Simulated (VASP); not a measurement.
# Al3BP4 (Pmn2_1) in VASP: relaxation of cell and atoms with PBE

Aim: the relaxation of cell and atoms of Al3BP4 with PBE.

All numbers are computed with VASP 6.6.1; they aren't measurements. Logs are shortened: lines on timing, memory, paths and dates and some standing lists are left out, and cuts for length are marked.

### Step 1. The cell of the first run

The structure is orthorhombic, space group Pmn2_1 (No. 31). The conventional cell has a = 7.431 Å, b = 6.433 Å, c = 6.119 Å, α = 90.00°, β = 90.00°, γ = 90.00°. Al (site symmetry m) has 4 P at 2.38 to 2.43 Å within 3.1 Å. Within 3.1 Å of Al (site symmetry 1) lie 4 P at 2.35 to 2.39 Å. Within 2.7 Å of B (site symmetry m) lie 4 P at 2.00 to 2.02 Å. Within 2.7 Å of P (site symmetry m) lie 1 B at 2.02 Å and 3 Al at 2.35 to 2.38 Å. P (site symmetry 1) has 1 B at 2.02 Å and 3 Al at 2.38 to 2.43 Å within 2.7 Å. Within 2.7 Å of P (site symmetry m) lie 1 B at 2.00 Å and 3 Al at 2.37 to 2.40 Å.

### Step 2. Relaxation of cell and atoms, PBE

INCAR reads:

```
SYSTEM = Al3BP4
PREC = Accurate
ENCUT = 600
EDIFF = 1E-7
ISMEAR = 0
SIGMA = 0.01
LREAL = Auto
LASPH = .TRUE.
NELM = 80
ALGO = Normal
ISIF = 3
LWAVE = .FALSE.
LCHARG = .FALSE.
GGA = PE
IBRION = 2
NSW = 80
EDIFFG = -0.001
```

KPOINTS reads:

```
regular mesh
0
G
  4 4 6
  0 0 0
```

POSCAR reads:

```
Al3BP4
1.0
    7.4312877545      0.0000000000      0.0000000000
    0.0000000000      6.4330266910      0.0000000000
    0.0000000000      0.0000000000      6.1194445222
Al B P
6 2 8
Direct
    0.5000000000      0.8464763012      0.9976632454
    0.7475112270      0.6727793778      0.4989567206
    0.2524887730      0.6727793778      0.4989567206
    0.0000000000      0.1535236988      0.4976632454
    0.2475112270      0.3272206222      0.9989567206
    0.7524887730      0.3272206222      0.9989567206
    0.0000000000      0.8288054037      0.9983944339
    0.5000000000      0.1711945963      0.4983944339
    0.0000000000      0.8213518396      0.3278249925
    0.2210181706      0.6807675066      0.8877249390
    0.7789818294      0.6807675066      0.8877249390
    0.5000000000      0.8786294446      0.3877540089
    0.5000000000      0.1786481604      0.8278249925
    0.7210181706      0.3192324934      0.3877249390
    0.2789818294      0.3192324934      0.3877249390
    0.0000000000      0.1213705554      0.8877540089
```

Potentials or basis: VASP PAW PBE potentials, release 64 (Al, B, P).

Launch:

```console
$ cat potpaw_PBE.64/Al/POTCAR potpaw_PBE.64/B/POTCAR potpaw_PBE.64/P/POTCAR > POTCAR
$ mpirun -np 1 vasp_std > vasp.out
```

OUTCAR:

```text
SYSTEM = Al3BP4
   PREC = Accurate
   ENCUT = 600
   EDIFF = 1E-7
   ISMEAR = 0
   LREAL = Auto
   LASPH = .TRUE.
   NELM = 80
   ISIF = 3
   GGA = PE
   IBRION = 2
   NSW = 80
   EDIFFG = -0.001

 ion  position               nearest neighbor table
   1  0.500  0.846  0.998-  13 2.38  12 2.40  10 2.43  11 2.43
   2  0.748  0.673  0.499-   9 2.35  12 2.37  14 2.38  11 2.39
   3  0.252  0.673  0.499-   9 2.35  12 2.37  15 2.38  10 2.39
   4  0.000  0.154  0.498-   9 2.38  16 2.40  15 2.43  14 2.43
   5  0.248  0.327  0.999-  13 2.35  16 2.37  10 2.38  15 2.39
   6  0.752  0.327  0.999-  13 2.35  16 2.37  11 2.38  14 2.39
[... 8 lines left out ...]
  15  0.279  0.319  0.388-   8 2.02   3 2.38   5 2.39   4 2.43
  16  0.000  0.121  0.888-   7 2.00   6 2.37   5 2.37   4 2.40

  LATTYP: Found a simple orthorhombic cell.
 ALAT       =     6.1194445222
 B/A-ratio  =     1.0512435676
 C/A-ratio  =     1.2143729267

  Lattice vectors:

 A1 = (   0.0000000000,   0.0000000000,  -6.1194445222)
 A2 = (   0.0000000000,   6.4330266910,   0.0000000000)
 A3 = (   7.4312877545,   0.0000000000,   0.0000000000)

Analysis of symmetry for initial positions (statically):
=====================================================================
 Subroutine PRICEL returns:
 Original cell was already a primitive cell.

 Routine SETGRP: Setting up the symmetry group for a
 simple orthorhombic supercell.

 Subroutine GETGRP returns: Found  4 space group operations
 (whereof  2 operations were pure point group operations)
 out of a pool of  8 trial point group operations.

The static configuration has the point symmetry C_1h.
 The point group associated with its full space group is C_2v.

Analysis of symmetry for dynamics (positions and initial velocities):
=====================================================================
 Subroutine PRICEL returns:
 Original cell was already a primitive cell.

 Routine SETGRP: Setting up the symmetry group for a
 simple orthorhombic supercell.

 Subroutine GETGRP returns: Found  4 space group operations
 (whereof  2 operations were pure point group operations)
 out of a pool of  8 trial point group operations.

The dynamic configuration has the point symmetry C_1h.
 The point group associated with its full space group is C_2v.

 Subroutine INISYM returns: Found  4 space group operations
 (whereof  2 operations are pure point group operations),
 and found     1 'primitive' translations

----------------------------------------------------------------------------------------

                                     Primitive cell

  volume of cell :     292.5442

  direct lattice vectors                    reciprocal lattice vectors
     7.431287754  0.000000000  0.000000000     0.134566179  0.000000000  0.000000000
     0.000000000  6.433026691  0.000000000     0.000000000  0.155447824  0.000000000
     0.000000000  0.000000000  6.119444522     0.000000000  0.000000000  0.163413525

  length of vectors
     7.431287754  6.433026691  6.119444522     0.134566179  0.155447824  0.163413525

  position of ions in fractional coordinates (direct lattice)
     0.500000000  0.846476301  0.997663245
     0.747511227  0.672779378  0.498956721
     0.252488773  0.672779378  0.498956721
     0.000000000  0.153523699  0.497663245
     0.247511227  0.327220622  0.998956721
     0.752488773  0.327220622  0.998956721
[... 8 lines left out ...]
     0.278981829  0.319232493  0.387724939
     0.000000000  0.121370555  0.887754009

  ion indices of the primitive-cell ions
   primitive index   ion index
                 1           1
                 2           2
                 3           3
                 4           4
                 5           5
                 6           6
[... 8 lines left out ...]
                15          15
                16          16

----------------------------------------------------------------------------------------

 KPOINTS: regular mesh

Automatic generation of k-mesh.
 Grid dimensions read from file:
 generate k-points for:    4    4    6

 Generating k-lattice:

  Cartesian coordinates                     Fractional coordinates (reciprocal lattice)
     0.033641545  0.000000000  0.000000000     0.250000000  0.000000000  0.000000000
     0.000000000  0.038861956  0.000000000     0.000000000  0.250000000  0.000000000
     0.000000000  0.000000000  0.027235587     0.000000000  0.000000000  0.166666667

  Length of vectors
     0.033641545  0.038861956  0.027235587

  Shift w.r.t. Gamma in fractional coordinates (k-lattice)
     0.000000000  0.000000000  0.000000000

 Subroutine IBZKPT returns following result:
 ===========================================

 Found     36 irreducible k-points:

 Following reciprocal coordinates:
            Coordinates               Weight
  0.000000  0.000000  0.000000      1.000000
  0.250000  0.000000  0.000000      2.000000
  0.500000  0.000000  0.000000      1.000000
  0.000000  0.250000  0.000000      2.000000
  0.250000  0.250000  0.000000      4.000000
  0.500000  0.250000  0.000000      2.000000
[... 16 lines left out ...]
  0.250000  0.250000  0.333333      8.000000
  0.500000  0.250000  0.333333      4.000000
 [... further k-points ...]
   k-points           NKPTS =     36   k-points in BZ     NKDIM =     36   number of bands    NBANDS=     41
   number of dos      NEDOS =    301   number of ions     NIONS =     16
   total plane-waves  NPLWV = 162000
   dimension x,y,z NGX =    60 NGY =   54 NGZ =   50
   dimension x,y,z NGXF=   120 NGYF=  108 NGZF=  100
   ions per type =               6   2   8
   NGX,Y,Z   is equivalent  to a cutoff of  13.42, 13.95, 13.58 a.u.
   NGXF,Y,Z  is equivalent  to a cutoff of  26.85, 27.91, 27.17 a.u.
 SYSTEM =  Al3BP4
   PREC   = accura    normal or accurate (medium, high low for compatibility)
   ISTART =      0    job   : 0-new  1-cont  2-samecut
   ICHARG =      2    charge: 1-file 2-atom 10-const
   ISPIN  =      1    spin polarized calculation?
   LNONCOLLINEAR =      F non collinear calculations
   LSORBIT =      F    spin-orbit coupling
   LASPH  =      T    aspherical Exc in radial PAW
   ENCUT  =  600.0 eV  44.10 Ry    6.64 a.u.  14.84 12.85 12.22*2*pi/ulx,y,z
   NELM   =     80;   NELMIN=  2; NELMDL= -5     # of ELM steps
   EDIFF  = 0.1E-06   stopping-criterion for ELM
   LREAL  =      T    real-space projection
   EDIFFG = -.1E-02   stopping-criterion for IOM
   NSW    =     80    number of steps for IOM
   IBRION =      2    ionic relax: 0-MD 1-quasi-New 2-CG
   NFREE  =      1    steps in history (QN), initial steepest desc. (CG)
   ISIF   =      3    stress and relaxation
   ISYM   =      2    0-nonsym 1-usesym 2-fastsym
   POTIM  = 0.5000    time-step for ionic-motion
   TEBEG  =    0.0;   TEEND  =   0.0 temperature during run
   PSTRESS=    0.0 pullay stress
   NELECT =      64.0000    total number of electrons
   NUPDOWN=      -1.0000    fix difference up-down
   EMIN   =  10.00;   EMAX   =-10.00  energy-range for DOS
   EFERMI =   0.00;   METHOD = LEGACY
   ISMEAR =     0;   SIGMA  =   0.01  broadening in eV -4-tet -1-fermi 0-gaus
   EFERMI_NEDOS =   21; number of points for ismear=-14 and -15
   IALGO  =     38    algorithm
   IMIX   =      4    mixing-type and parameters
     AMIX     =   0.40;   BMIX     =  1.00
     AMIX_MAG =   1.60;   BMIX_MAG =  1.00
  volume/ion in A,a.u.               =      18.28       123.39
  Fermi-wavevector in a.u.,A,eV,Ry     =   0.986441  1.864103 13.239358  0.973065
  Thomas-Fermi vector in A             =   2.117822
   LORBIT       =      0    0 simple, 1 ext, 2 COOP (PROOUT), +10 PAW based schemes
   GGA     = PE    functional components
   LHFCALC =     F    Hartree Fock is set to
   AEXX    =    0.0000 exact exchange contribution
   IVDW    =     0    specifies the selected vdW correction
   LEPSILON=     F    determine dielectric tensor
   LRPA    =     F    only Hartree local field effects (RPA)
 conjugate gradient relaxation of ions
 non-spin polarized calculation
 Gauss-broadening in eV      SIGMA  =   0.01
  energy-cutoff  :      600.00
  volume of cell :      292.54
 maximum number of plane-waves:      9796
 NGX is ok and might be reduce to    60
   NGX = 29   NGY = 25   NGZ = 25

--------------------------------------- Ionic step        1  -------------------------------------------

 number of electron      64.0000000 magnetization

 Free energy of the ion-electron system (eV)
  ---------------------------------------------------
  ext. energy  EPLUGINS =         0.00000000
  ---------------------------------------------------
  free energy    TOTEN  =       -86.43097827 eV

  energy without entropy =      -86.43097827  energy(sigma->0) =      -86.43097827

------------------------ aborting loop because EDIFF is reached ----------------------------------------

  FORCE on cell =-STRESS in cart. coord.  units (eV):
  Direction    XX          YY          ZZ          XY          YZ          ZX
  --------------------------------------------------------------------------------------
  -------------------------------------------------------------------------------------
  Total       -0.1232913     -0.1974356     -0.1423870      0.0000000      0.0000000      0.0000000
  in kB       -0.6752296     -1.0812962     -0.7798114      0.0000000      0.0000000      0.0000000
  external PRESSURE =      -0.8454457 kB  Pullay stress =       0.0000000 kB
[... 131 lines left out ...]
  FREE ENERGIE OF THE ION-ELECTRON SYSTEM (eV)
  ---------------------------------------------------
  free  energy   TOTEN  =       -86.4310694728 eV

  energy  without entropy=      -86.4310694728  energy(sigma->0) =      -86.43106947

[... ionic steps 4 to 10 ...]

--------------------------------------- Ionic step       11  -------------------------------------------

 number of electron      64.0000000 magnetization

------------------------ aborting loop because EDIFF is reached ----------------------------------------
[... 95 lines left out ...]
--------------------------------------- Ionic step       13  -------------------------------------------

 number of electron      64.0000000 magnetization

 Free energy of the ion-electron system (eV)
  ---------------------------------------------------
  ext. energy  EPLUGINS =         0.00000000
  ---------------------------------------------------
  free energy    TOTEN  =       -86.43108541 eV

  energy without entropy =      -86.43108541  energy(sigma->0) =      -86.43108541

 E-fermi :   5.4493     XC(G=0):  -9.5077

 val. band max:        5.3738783643   @ k =   0.0000   0.0000   0.0000
 cond. band min:       6.6744802442   @ k =   0.0000   0.5000   0.0000
 fundamental gap:      1.3006018798
 Fermi energy:         5.4492714931

 k-point     1 :       0.0000    0.0000    0.0000
  band No.  band energies     occupation
      1      -7.3878      2.00000
      2      -6.2946      2.00000
      3      -5.1937      2.00000
      4      -5.0567      2.00000
      5      -4.9665      2.00000
      6      -4.4226      2.00000
[... 1045 lines left out ...]
     40       8.8466      0.00000
     41       8.9578      0.00000

 [... further k-points ...]
[... 5 lines left out ...]
  --------------------------------------------------------------------------------------
  -------------------------------------------------------------------------------------
  Total       -0.0095081      0.0026572      0.0017968      0.0000000      0.0000000      0.0000000
  in kB       -0.0521193      0.0145654      0.0098491      0.0000000      0.0000000      0.0000000
  external PRESSURE =      -0.0092349 kB  Pullay stress =       0.0000000 kB
[... 31 lines left out ...]
  FREE ENERGIE OF THE ION-ELECTRON SYSTEM (eV)
  ---------------------------------------------------
  free  energy   TOTEN  =       -86.4310854126 eV

  energy  without entropy=      -86.4310854126  energy(sigma->0) =      -86.43108541

 reached required accuracy - stopping structural energy minimisation
```

It took 73 min on 1 thread of Oxide Virtual Turin-like, shared host; peak memory 0.56 GiB.

What came out:

- Free energy: -86.4311 eV
- Relaxed volume: 18.27 Å³/atom
- Relaxed cell: a = 7.430 Å, b = 6.430 Å, c = 6.118 Å, α = 90.00°, β = 90.00°, γ = 90.00°
- Space group after relaxing (to 0.1 Å): Pmn2_1 (No. 31)
- Energy gained by relaxing: 0.0 meV/atom
- Ionic steps: 13
- Pressure after relaxing: 0.0 GPa
- Band gap on the k mesh: 1.30 eV (least direct gap 1.41 eV)

The path:
```csv
step,energy change (eV),largest force (eV/Å),pressure (GPa),volume (Å³)
1,0.0000,0.0080,-0.08,292.54
2,-0.0001,0.0077,0.05,292.14
3,-0.0001,0.0080,0.01,292.25
4,-0.0001,0.0080,0.01,292.27
5,-0.0001,0.0041,0.00,292.28
6,-0.0001,0.0027,0.00,292.28
7,-0.0001,0.0042,0.00,292.29
8,-0.0001,0.0032,0.00,292.29
9,-0.0001,0.0021,0.00,292.28
10,-0.0001,0.0028,0.00,292.28
11,-0.0001,0.0022,0.00,292.29
12,-0.0001,0.0020,0.00,292.29
13,-0.0001,0.0008,0.00,292.29
```

Final structure:
```yaml
crystal:
  lattice:
    - [7.43033, 0.00000, 0.00000]
    - [0.00000, 6.42996, 0.00000]
    - [0.00000, 0.00000, 6.11774]
  atoms:
    - { symbol: Al, position: [0.50000, 0.84621, 0.99766] }
    - { symbol: Al, position: [0.74751, 0.67282, 0.49893] }
    - { symbol: Al, position: [0.25249, 0.67282, 0.49893] }
    - { symbol: Al, position: [0.00000, 0.15379, 0.49766] }
    - { symbol: Al, position: [0.24751, 0.32718, 0.99893] }
    - { symbol: Al, position: [0.75249, 0.32718, 0.99893] }
    - { symbol: B, position: [0.00000, 0.82870, 0.99845] }
    - { symbol: B, position: [0.50000, 0.17130, 0.49845] }
    - { symbol: P, position: [0.00000, 0.82148, 0.32786] }
    - { symbol: P, position: [0.22104, 0.68071, 0.88773] }
    - { symbol: P, position: [0.77896, 0.68071, 0.88773] }
    - { symbol: P, position: [0.50000, 0.87861, 0.38772] }
    - { symbol: P, position: [0.50000, 0.17852, 0.82786] }
    - { symbol: P, position: [0.72104, 0.31929, 0.38773] }
    - { symbol: P, position: [0.27896, 0.31929, 0.38773] }
    - { symbol: P, position: [0.00000, 0.12139, 0.88772] }
```
